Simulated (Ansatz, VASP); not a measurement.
One calculation of MnO2, two programs

Contents of INCAR:

```
SYSTEM = MnO2
  ALGO = Normal
  EDIFF = 1E-6
  ENCUT = 600
  GGA = PE
  GGA_COMPAT = .False.
  ISIF = 2
  ISMEAR = 0
  LASPH = .True.
  LCHARG = .True.
  LELF = .True.
  LREAL = .False.
  LVHAR = .True.
  LWAVE = .False.
  NBANDS = 36
  NELM = 120
  PREC = Accurate
  SIGMA = 0.3
```

KPOINTS

```
k-points
0
Gamma
  5 5 7
  0 0 0
```

Contents of POSCAR:

```
MnO2
1.0
    4.3983000000      0.0000000000      0.0000000000
    0.0000000000      4.3983000000      0.0000000000
    0.0000000000      0.0000000000      2.8730000000
Mn O
2 4
Direct
    0.0000000000      0.0000000000      0.0000000000
    0.5000000000      0.5000000000      0.5000000000
    0.3051500000      0.3051500000      0.0000000000
    0.1948500000      0.8051500000      0.5000000000
    0.6948500000      0.6948500000      0.0000000000
    0.8051500000      0.1948500000      0.5000000000
```

Input for Ansatz:

```yaml
crystal:
  lattice:
    - [4.3983, 0.0, 0.0]
    - [0.0, 4.3983, 0.0]
    - [0.0, 0.0, 2.873]
  atoms:
    - { symbol: Mn, position: [0.0, 0.0, 0.0] }
    - { symbol: Mn, position: [0.5, 0.5, 0.5] }
    - { symbol: O, position: [0.30515, 0.30515, 0.0] }
    - { symbol: O, position: [0.19485, 0.80515, 0.5] }
    - { symbol: O, position: [0.69485, 0.69485, 0.0] }
    - { symbol: O, position: [0.80515, 0.19485, 0.5] }
hamiltonian:
  xc: pbe
  pseudopotentials: { kind: paw }
basis:
  ecutwfc: 420
kpoints:
  mp_grid: { grid: [5, 5, 7] }
scf:
  occupations: { method: gaussian, width: 0.3 }
  lower_state_search: "off"
  max_iter: 50
output:
  forces: true
  stress: true
```

Alike in both runs: task single point; functional PBE; k mesh 5 × 5 × 7; occupations gaussian, width 0.3 eV; no spin polarisation.

|  | VASP | Ansatz |
| --- | --- | --- |
| version | VASP 6.6.1 | Ansatz 0.2.0 |
| potentials or method | VASP PAW PBE potentials, release 64 (Mn_sv, O), cutoff 600 eV | PAW, plane waves, scalar-relativistic |
| valence electrons in the cell | 54 | 54 |

Ansatz gave:

```
pressure (GPa)                                                : -5.7
traceless stress, the component that is largest in VASP (GPa) : -3.99
rms of the force components (eV/Å)                            : 0.121
```

Estimate VASP's values.

pressure (GPa): -7.5; traceless stress, the component that is largest in VASP (GPa): -3.98; rms of the force components (eV/Å): 0.124.

Atom by atom the forces differ by 0.004 eV/Å (rms over components).
